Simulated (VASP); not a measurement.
Set up this calculation in VASP 6.6.1, as the native input.

- Task: single point
- Functional: LDA
- Potentials or basis: VASP PAW LDA potentials, release 64 (C)
- Cutoff: 520 eV
- k mesh: 16 × 16 × 16
- Occupations: gaussian, width 0.03 eV
- Spin: no spin polarisation
- Dipole correction: no
- Further INCAR settings: ALGO = Normal; EDIFF = 1e-06; NBANDS = 11

The structure of C lies in POSCAR:

```
C
1.0
    0.0000000000      2.1801502710      3.3597491838
    1.2594682072      0.0000000000      3.3597491838
    1.2594682072      2.1801502710      0.0000000000
C
2
Direct
    0.1667065656      0.8332934344      0.1667065656
    0.8332934344      0.1667065656      0.8332934344
```

This cell differs from its parent crystal: strain +0.030 along x and y, +0.000 along z.

One way to write it, as run:

INCAR

```
PREC = Accurate
ENCUT = 520
EDIFF = 1E-6
ISMEAR = 0
SIGMA = 0.03
LREAL = False
LASPH = True
NELM = 60
ALGO = Normal
ISIF = 2
LWAVE = False
LCHARG = True
LELF = True
LVHAR = True
NBANDS = 11
```

KPOINTS

```
Automatic mesh
0
Gamma
  16 16 16
```

Potentials or basis: VASP PAW LDA potentials, release 64 (C).

Launch:

```console
$ cat potpaw_LDA.64/C/POTCAR > POTCAR
$ mpirun -np 1 vasp_std > vasp.out
```

Results of the run:

- Pressure: -21.6 GPa
- Largest force: 0.027 eV/Å

Caveat: the cell differs from its parent crystal (strain +0.030 along x and y, +0.000 along z); the cell stands under tension.

It took 52 s on 1 thread of Intel(R) Xeon(R) 6975P-C (Granite Rapids), on a shared host, peak memory 0.2 GiB.
